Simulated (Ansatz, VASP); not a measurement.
**Two plane-wave programs on Bi2S**

```xyz
3
Lattice="4.8996 -4.9264 0.0000 4.8996 4.9264 0.0000 0.0000 0.0000 2.7731" Properties=species:S:1:pos:R:3 pbc="T T T"
Bi    4.8996    2.0983    0.0000
Bi    4.8996   -2.0983    0.0000
S     0.0000    0.0000    0.0000
```

Alike in both runs: functional PBE; k mesh 6 × 6 × 2; occupations gaussian, width 0.1 eV; no spin polarisation.

Ansatz relaxed the structure, and its values are those at the end. VASP's run is a single point on that final structure, the one shown.

|  | VASP | Ansatz |
| --- | --- | --- |
| version | VASP 6.6.1 | Ansatz 0.2.0 |
| potentials or method | VASP PAW PBE potentials, release 64 (Bi_d, S), cutoff 520 eV | scalar-relativistic, plane waves, PAW |
| valence electrons in the cell | 36 | 36 |

|  | VASP | Ansatz | Ansatz less VASP |
| --- | --- | --- | --- |
| gap on the k mesh at the Fermi level (eV) | 0.79 | 0.79 | +0.002 |
| least direct gap on the mesh (eV) | 0.79 | 0.79 | +0.002 |
| pressure (GPa) | 0.0 | 0.1 | +0.06 |

The k mesh is coarse, so the values compare programs but aren't converged. Neither program's run includes spin-orbit coupling.
